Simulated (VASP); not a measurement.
Set up this calculation in VASP 6.6.1, as the native input.

```yaml
Task: single point
Functional: PBE
Potentials_or_basis: VASP PAW PBE potentials, release 64 (Ti_sv, S)
Cutoff: 520 eV
k_mesh: 8 × 8 × 1
Occupations: gaussian, width 0.1 eV
Spin: no spin polarisation
Dipole_correction: yes
Further_INCAR_settings: ALGO = Normal; EDIFF = 1e-07; NBANDS = 35
```

The structure of Ti4S lies in POSCAR:

```
Ti4S
1.0
    3.2553359259      0.0000000000      0.0000000000
    0.0000000000      3.2553359259      0.0000000000
    0.0000000000      0.0000000000     20.1793674375
Ti S
4 1
Direct
    0.5000000000      0.5000000000      0.1982222690
    0.0000000000      0.0000000000      0.2788822782
    0.5000000000      0.5000000000      0.3551865247
    0.0000000000      0.0000000000      0.4301109767
    0.0000000000      0.1250000000      0.5366340143
```

These files were run (other wordings do the same):

INCAR

```
  PREC = Accurate
  ENCUT = 520
  EDIFF = 1E-7
  ISMEAR = 0
  SIGMA = 0.1
  LREAL = False
  LASPH = True
  NELM = 100
  ALGO = Normal
  ISIF = 2
  LWAVE = False
  LCHARG = False
  LDIPOL = True
  IDIPOL = 3
  DIPOL = 0.5 0.5 0.360
  GGA = PE
  NBANDS = 35
```

KPOINTS

```
Automatic mesh
0
Gamma
  8 8 1
```

Potentials or basis: VASP PAW PBE potentials, release 64 (Ti_sv, S).

Run with:

```sh
$ cat potpaw_PBE.64/Ti_sv/POTCAR potpaw_PBE.64/S/POTCAR > POTCAR
$ mpirun -np 1 vasp_std > vasp.out
```

It gave:

The largest force is 0.979 eV/Å. The band gap on the k mesh is zero (bands 27 and 28 overlap by 0.56 eV).

Run time: 7 min on 1 thread of Intel(R) Xeon(R) 6975P-C (Granite Rapids), on a shared host, peak memory 0.36 GiB.
